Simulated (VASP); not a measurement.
# Si4C5 in VASP: single point with PBE

Aim: the single point of Si4C5 with PBE.

Everything below comes from runs of VASP 6.6.1. Logs are shortened: lines on timing, memory, paths and dates and some standing lists are left out, and cuts for length are marked.

## Step 1: The cell of the first run

The cell holds a slab with vacuum, 9 atoms: a = 3.092 Å, b = 5.074 Å, c = 18.969 Å, α = 90.00°, β = 90.00°, γ = 90.00°.

## Step 2: Single point, PBE, collinear spin

The input, INCAR:

```
SYSTEM = Si4C5
PREC = Accurate
ENCUT = 520
EDIFF = 1E-7
ISMEAR = 0
SIGMA = 0.05
LREAL = .False.
LASPH = .True.
NELM = 150
ALGO = Normal
ISIF = 2
LWAVE = .False.
LCHARG = .True.
ISPIN = 2
MAGMOM = 0 0 0 0 0 0 0 0 2
LORBIT = 11
LDIPOL = .True.
IDIPOL = 3
DIPOL = 0.5 0.5 0.321
GGA = PE
LELF = .True.
LVHAR = .True.
LVACPOTAV = .True.
NBANDS = 32
```

The input, KPOINTS:

```
Automatic mesh
0
Gamma
  9 5 1
  0 0 0
```

The input, POSCAR:

```
Si4C5
1.0
    3.0920147294      0.0000000000      0.0000000000
    0.0000000000      5.0738209150      0.0000000000
    0.0000000000      0.0000000000     18.9686857271
Si C
4 5
Direct
    0.0000000000      0.9954360478      0.2108738611
    0.5000000000      0.4954360478      0.2579297184
    0.5000000000      0.9936728437      0.3565277199
    0.0000000000      0.4650509218      0.3853429993
    0.0000000000      0.6195639522      0.2108738611
    0.5000000000      0.1195639522      0.2579297184
    0.5000000000      0.6250367736      0.3569005385
    0.0000000000      0.1238202484      0.3937376492
    0.1666666667      0.2904869151      0.4629193344
```

Potentials or basis: VASP PAW PBE potentials, release 64 (Si, C).

Launch:

```
$ cat potpaw_PBE.64/Si/POTCAR potpaw_PBE.64/C/POTCAR > POTCAR
$ mpirun -np 1 vasp_std > vasp.out
```

OUTCAR:

```text
SYSTEM = Si4C5
   PREC = Accurate
   ENCUT = 520
   EDIFF = 1E-7
   ISMEAR = 0
   LREAL = .False.
   LASPH = .True.
   NELM = 150
   ISIF = 2
   ISPIN = 2
   LORBIT = 11
   GGA = PE

 ion  position               nearest neighbor table
   1  0.000  0.995  0.211-   6 1.89   6 1.89   5 1.91   2 3.10   2 3.10   2 3.10   2 3.10
   2  0.500  0.495  0.258-   5 1.89   5 1.89   6 1.91   7 1.99   4 2.87   4 2.87   1 3.10   1 3.10
                             1 3.10   1 3.10   3 3.14
   3  0.500  0.994  0.357-   8 1.82   8 1.82   7 1.87   6 1.98   4 2.90   4 2.90   4 3.14   4 3.14
                             2 3.14
   4  0.000  0.465  0.385-   8 1.74   9 1.79   7 1.83   7 1.83   2 2.87   2 2.87   3 2.90   3 2.90
                             3 3.14   3 3.14
   5  0.000  0.620  0.211-   2 1.89   2 1.89   1 1.91
   6  0.500  0.120  0.258-   1 1.89   1 1.89   2 1.91   3 1.98
   7  0.500  0.625  0.357-   4 1.83   4 1.83   3 1.87   2 1.99
   8  0.000  0.124  0.394-   9 1.64   4 1.74   3 1.82   3 1.82
   9  0.167  0.290  0.463-   8 1.64   4 1.79

  LATTYP: Found a simple orthorhombic cell.
 ALAT       =     3.0920147294
 B/A-ratio  =     1.6409433198
 C/A-ratio  =     6.1347333008

  Lattice vectors:

 A1 = (   3.0920147294,   0.0000000000,   0.0000000000)
 A2 = (   0.0000000000,   5.0738209150,   0.0000000000)
 A3 = (   0.0000000000,   0.0000000000,  18.9686857271)

Analysis of symmetry for initial positions (statically):
=====================================================================
 Subroutine PRICEL returns:
 Original cell was already a primitive cell.

 Routine SETGRP: Setting up the symmetry group for a
 simple orthorhombic supercell.

 Subroutine GETGRP returns: Found  1 space group operations
 (whereof  1 operations were pure point group operations)
 out of a pool of  8 trial point group operations.

The static configuration has the point symmetry C_1 .

Analysis of symmetry for dynamics (positions and initial velocities):
=====================================================================
 Subroutine PRICEL returns:
 Original cell was already a primitive cell.

 Routine SETGRP: Setting up the symmetry group for a
 simple orthorhombic supercell.

 Subroutine GETGRP returns: Found  1 space group operations
 (whereof  1 operations were pure point group operations)
 out of a pool of  8 trial point group operations.

The dynamic configuration has the point symmetry C_1 .

Analysis of structural, dynamic, and magnetic symmetry:
=====================================================================
 Subroutine PRICEL returns:
 Original cell was already a primitive cell.

 Routine SETGRP: Setting up the symmetry group for a
 simple orthorhombic supercell.

 Subroutine GETGRP returns: Found  1 space group operations
 (whereof  1 operations were pure point group operations)
 out of a pool of  8 trial point group operations.

The overall configuration has the point symmetry C_1 .

 Subroutine INISYM returns: Found  1 space group operations
 (whereof  1 operations are pure point group operations),
 and found     1 'primitive' translations

----------------------------------------------------------------------------------------

                                     Primitive cell

  volume of cell :     297.5870

  direct lattice vectors                    reciprocal lattice vectors
     3.092014729  0.000000000  0.000000000     0.323413725  0.000000000  0.000000000
     0.000000000  5.073820915  0.000000000     0.000000000  0.197090125  0.000000000
     0.000000000  0.000000000 18.968685727     0.000000000  0.000000000  0.052718465

  length of vectors
     3.092014729  5.073820915 18.968685727     0.323413725  0.197090125  0.052718465

  position of ions in fractional coordinates (direct lattice)
     0.000000000  0.995436048  0.210873861
     0.500000000  0.495436048  0.257929718
     0.500000000  0.993672844  0.356527720
     0.000000000  0.465050922  0.385342999
     0.000000000  0.619563952  0.210873861
     0.500000000  0.119563952  0.257929718
     0.500000000  0.625036774  0.356900538
     0.000000000  0.123820248  0.393737649
     0.166666667  0.290486915  0.462919334

  ion indices of the primitive-cell ions
[... 72 lines left out ...]
   ISTART =      0    job   : 0-new  1-cont  2-samecut
   ICHARG =      2    charge: 1-file 2-atom 10-const
   ISPIN  =      2    spin polarized calculation?
   LNONCOLLINEAR =      F non collinear calculations
   LSORBIT =      F    spin-orbit coupling
   LASPH  =      T    aspherical Exc in radial PAW
   ENCUT  =  520.0 eV  38.22 Ry    6.18 a.u.   5.75  9.43 35.27*2*pi/ulx,y,z
   NELM   =    150;   NELMIN=  2; NELMDL= -5     # of ELM steps
   EDIFF  = 0.1E-06   stopping-criterion for ELM
   LREAL  =      F    real-space projection
   EDIFFG = 0.1E-05   stopping-criterion for IOM
   NSW    =      0    number of steps for IOM
   IBRION =     -1    ionic relax: 0-MD 1-quasi-New 2-CG
   NFREE  =      0    steps in history (QN), initial steepest desc. (CG)
   ISIF   =      2    stress and relaxation
   ISYM   =      2    0-nonsym 1-usesym 2-fastsym
   POTIM  = 0.5000    time-step for ionic-motion
   TEBEG  =    0.0;   TEEND  =   0.0 temperature during run
   PSTRESS=    0.0 pullay stress
   NELECT =      36.0000    total number of electrons
   NUPDOWN=      -1.0000    fix difference up-down
   EMIN   =  10.00;   EMAX   =-10.00  energy-range for DOS
   EFERMI =   0.00;   METHOD = LEGACY
   ISMEAR =     0;   SIGMA  =   0.05  broadening in eV -4-tet -1-fermi 0-gaus
   EFERMI_NEDOS =   21; number of points for ismear=-14 and -15
   IALGO  =     38    algorithm
   IMIX   =      4    mixing-type and parameters
     AMIX     =   0.40;   BMIX     =  1.00
     AMIX_MAG =   1.60;   BMIX_MAG =  1.00
  volume/ion in A,a.u.               =      33.07       223.14
  Fermi-wavevector in a.u.,A,eV,Ry     =   0.809663  1.530041  8.919359  0.655554
  Thomas-Fermi vector in A             =   1.918696
   LORBIT       =     11    0 simple, 1 ext, 2 COOP (PROOUT), +10 PAW based schemes
   GGA     = PE    functional components
   LHFCALC =     F    Hartree Fock is set to
   AEXX    =    0.0000 exact exchange contribution
   IVDW    =     0    specifies the selected vdW correction
   LEPSILON=     F    determine dielectric tensor
   LRPA    =     F    only Hartree local field effects (RPA)
 spin polarized calculation
 Gauss-broadening in eV      SIGMA  =   0.05
  energy-cutoff  :      520.00
  volume of cell :      297.59
 maximum number of plane-waves:      8052
 NGX is ok and might be reduce to    24
   NGX = 11   NGY = 19   NGZ = 71

 number of electron      35.9999998 magnetization       0.4180764

 dipolmoment           0.000000      0.000000      0.133562 electrons x Angstroem

 Free energy of the ion-electron system (eV)
  ---------------------------------------------------
  ext. energy  EPLUGINS =         0.00000000
  ---------------------------------------------------
  free energy    TOTEN  =       -60.00966421 eV

  energy without entropy =      -60.00795978  energy(sigma->0) =      -60.00881200

 E-fermi :  -1.3025     XC(G=0):  -4.3931

 val. band max:       -1.3322428681   @ k =   0.2222   0.0000   0.0000
 cond. band min:      -1.2660412391   @ k =   0.1111   0.0000   0.0000
 fundamental gap:      0.0662016290
 Fermi energy:        -1.3025120553

 spin component 1

 k-point     1 :       0.0000    0.0000    0.0000
  band No.  band energies     occupation
      1     -17.8813      1.00000
      2     -15.7317      1.00000
      3     -14.1017      1.00000
      4     -12.6335      1.00000
      5     -11.4926      1.00000
      6     -10.0229      1.00000
[... 748 lines left out ...]
     29       5.7932      0.00000
     30       6.3595      0.00000
 Fermi energy:        -1.3025120553

 spin component 2

 k-point     1 :       0.0000    0.0000    0.0000
  band No.  band energies     occupation
      1     -17.8175      1.00000
      2     -15.6964      1.00000
      3     -14.0718      1.00000
      4     -12.5943      1.00000
      5     -11.4465      1.00000
      6      -9.9618      1.00000
[... 748 lines left out ...]
     29       5.8506      0.00000
     30       6.4156      0.00000
 [bands above 30 left out]

------------------------ aborting loop because EDIFF is reached ----------------------------------------

  FORCE on cell =-STRESS in cart. coord.  units (eV):
  Direction    XX          YY          ZZ          XY          YZ          ZX
  --------------------------------------------------------------------------------------
  -------------------------------------------------------------------------------------
  Total        1.6549712      4.6117453     -1.8988173     -1.8958820     -2.2210097     -2.0926456
  in kB        8.9101924     24.8291565    -10.2230348    -10.2072312    -11.9576852    -11.2665858
  external PRESSURE =       7.8387714 kB  Pullay stress =       0.0000000 kB

 VOLUME and BASIS-vectors are now :
 -----------------------------------------------------------------------------
  energy-cutoff  :      520.00
  volume of cell :      297.59
      direct lattice vectors                 reciprocal lattice vectors
     3.092014729  0.000000000  0.000000000     0.323413725  0.000000000  0.000000000
     0.000000000  5.073820915  0.000000000     0.000000000  0.197090125  0.000000000
     0.000000000  0.000000000 18.968685727     0.000000000  0.000000000  0.052718465

 POSITION                                       TOTAL-FORCE (eV/Angst)
 -----------------------------------------------------------------------------------
      0.00000      5.05066      4.00000        -0.033073     -2.115120      1.728482
      1.54601      2.51375      4.89259         0.045685      0.971917     -2.326936
      1.54601      5.04172      6.76286         0.141446     -1.346078     -1.481148
      0.00000      2.35959      7.30945        -0.578407      4.242392      0.353413
      0.00000      3.14356      4.00000        -0.028358      1.216629      1.386153
      1.54601      0.60665      4.89259         0.083350      0.324240     -0.385709
      1.54601      3.17132      6.76993         0.269195     -0.170815     -1.334161
      0.00000      0.62824      7.46869         1.454227     -1.300845      2.040896
      0.51534      1.47388      8.78097        -1.354064     -1.822320      0.019010
 -----------------------------------------------------------------------------------
    total drift:                               -0.000064     -0.000099      0.000018

  FREE ENERGIE OF THE ION-ELECTRON SYSTEM (eV)
  ---------------------------------------------------
  free  energy   TOTEN  =       -60.0096642102 eV

  energy  without entropy=      -60.0079597807  energy(sigma->0) =      -60.00881200

 vacuum level on the upper side and lower side of the slab         5.170         3.629

 total charge

# of ion       s       p       d       tot
------------------------------------------
    1        0.746   0.869   0.000   1.615
    2        0.710   0.922   0.000   1.632
    3        0.722   0.950   0.000   1.673
    4        0.729   1.084   0.000   1.812
    5        0.855   1.531   0.000   2.385
    6        0.849   1.633   0.000   2.482
    7        0.851   1.696   0.000   2.548
    8        0.860   1.726   0.000   2.586
    9        0.976   1.235   0.000   2.211
--------------------------------------------------
tot          7.298  11.646   0.000  18.944

 magnetization (x)

# of ion       s       p       d       tot
------------------------------------------
    1        0.008   0.024   0.000   0.032
    2        0.001   0.003   0.000   0.004
    3        0.002  -0.001   0.000   0.001
    4       -0.001   0.020   0.000   0.019
    5       -0.002  -0.014   0.000  -0.016
    6        0.001  -0.001   0.000  -0.000
    7        0.002   0.009   0.000   0.011
    8        0.000   0.009   0.000   0.009
    9        0.017   0.133   0.000   0.150
--------------------------------------------------
tot          0.029   0.181   0.000   0.210
```

Wall time 7.9 min (1 thread of Intel Xeon 6975P-C (Granite Rapids), shared host); peak memory 0.63 GiB.

What came out:

```
Free energy                                           : -60.0097 eV
Largest force                                         : 4.296 eV/Å
Net moment                                            : 0.42 μB per cell
Site moments                                          : Si +0.03, +0.00, +0.02 (each value once); C -0.02, -0.00, +0.01, +0.15 (each value once) μB
Valence electrons inside the program's atomic spheres : Si 1.61, 1.63, 1.67, 1.81; C 2.38, 2.48, 2.55, 2.59, 2.21
```

Forces in eV/Å, atoms in the order of the input:
```
Si  -0.033 -2.115  1.728
Si   0.046  0.972 -2.327
Si   0.141 -1.346 -1.481
Si  -0.578  4.242  0.353
C   -0.028  1.217  1.386
C    0.083  0.324 -0.386
C    0.269 -0.171 -1.334
C    1.454 -1.301  2.041
C   -1.354 -1.822  0.019
```

Levels at points of the mesh, in eV from the Fermi level:
Spin up:
| k point | band 14 | band 15 | band 16 | band 17 | band 18 | band 19 | band 20 | band 21 | band 22 | band 23 |
| --- | --- | --- | --- | --- | --- | --- | --- | --- | --- | --- |
| (0.00, 0.00, 0.00) | -2.24 | -2.09 | -1.00 | -0.63 | 0.09 | 0.85 | 0.98 | 2.96 | 3.40 | 4.20 |
Spin down:
```
           k point  band 14  band 15  band 16  band 17  band 18  band 19  band 20  band 21  band 22  band 23
(0.00, 0.00, 0.00)    -2.18    -2.07    -0.95    -0.63     0.41     1.09     1.10     3.03     3.47     4.23
```
